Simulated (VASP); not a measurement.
Crystal: CdSe.

```
CELL_PARAMETERS angstrom
0.10451 3.17229 3.17229
3.17229 0.10451 3.17229
3.17229 3.17229 0.10451
ATOMIC_POSITIONS crystal
Cd 0.00274 0.00274 0.00274
Se 0.24726 0.24726 0.24726
```

This cell differs from its parent crystal: strain along [111] +5.1%.

Base run:

- Program: VASP 6.6.1
- Functional: PBE
- Potentials or basis: VASP PAW PBE potentials, release 64 (Cd, Se)
- Cutoff: 500 eV
- k mesh: 8 × 8 × 8
- Occupations: fermi-dirac, width 0.02 eV
- Spin: no spin polarisation

Its results: band gap on the k mesh 0.37 eV; pressure -0.7 GPa; largest force 0.011 eV/Å.

Question: The run is repeated on the same cell with these changes: functional from PBE to r2SCAN; cutoff from 500 eV to 550 eV; occupations from fermi-dirac, width 0.02 eV to gaussian, width 0.01 eV. What comes out?

Answer: Band gap on the k mesh 0.82 eV; pressure -2.2 GPa; largest force 0.006 eV/Å.

Caveats: the PAW data sets were made with another functional, which shifts forces and pressure a little (at least some runs).

